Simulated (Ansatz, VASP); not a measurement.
# Yb in VASP and in Ansatz

File INCAR:

```
PREC = Accurate
ENCUT = 520
EDIFF = 1E-6
ISMEAR = -1
SIGMA = 0.05
LREAL = F
LASPH = T
NELM = 150
ALGO = Normal
ISIF = 2
LWAVE = F
LCHARG = T
MAGMOM = 1 0 0
LORBIT = 11
LSORBIT = T
GGA_COMPAT = F
LORBMOM = T
LMAXMIX = 6
GGA = PS
LVHAR = T
NBANDS = 35
```

Contents of KPOINTS:

```
regular mesh
0
Gamma
  9 9 9
```

POSCAR

```
Yb
1.0
   -2.1514830000      2.1514830000      2.1514830000
    2.1514830000     -2.1514830000      2.1514830000
    2.1514830000      2.1514830000     -2.1514830000
Yb
1
Direct
    0.0000000000      0.0000000000      0.0000000000
```

The input input.yaml:

```yaml
crystal:
  lattice:
    - [-2.151483, 2.151483, 2.151483]
    - [2.151483, -2.151483, 2.151483]
    - [2.151483, 2.151483, -2.151483]
  atoms:
    - { symbol: Yb, position: [0.0, 0.0, 0.0], spin: 1.0, spin_axis: [1.0, 0.0, 0.0] }
hamiltonian:
  xc: pbesol
  pseudopotentials: { kind: paw_fr }
magnetization:
  noncollinear: true
  spin_orbit: true
kpoints:
  mp_grid: { grid: [9, 9, 9] }
  band_path:
    path:
      - [[0.0, 0.0, 0.0], [0.5, -0.5, 0.5], [0.0, 0.0, 0.5], [0.0, 0.0, 0.0], [0.25, 0.25, 0.25], [0.5, -0.5, 0.5]]
      - [[0.25, 0.25, 0.25], [0.0, 0.0, 0.5]]
    npoints: 14
scf:
  occupations: { method: fermi_dirac, width: 0.05 }
  n_extra_bands: 6
output:
  forces: true
  stress: true
  eigenvalues: true
  fatbands: false
```

Alike in both runs: functional PBEsol; k mesh 9 × 9 × 9; occupations fermi-dirac, width 0.05 eV; non-collinear spin, spin-orbit coupling.

|  | VASP | Ansatz |
| --- | --- | --- |
| version | VASP 6.6.1 | Ansatz 0.2.0 |
| potentials or method | VASP PAW PBE potentials, release 64 (Yb) | Ansatz PAW |
| plane-wave cutoff (eV) | 520 | 420 |
| valence electrons in the cell | 24 | 24 |
| task | single point | band structure |

|  | VASP | Ansatz | Ansatz less VASP |
| --- | --- | --- | --- |
| pressure (GPa) | -3.1 | -4.1 | -1.05 |
| net moment per atom (μB) | 0.00 | 0.00 | -0.001 |

VASP's potentials were made for PBE, not for PBEsol.
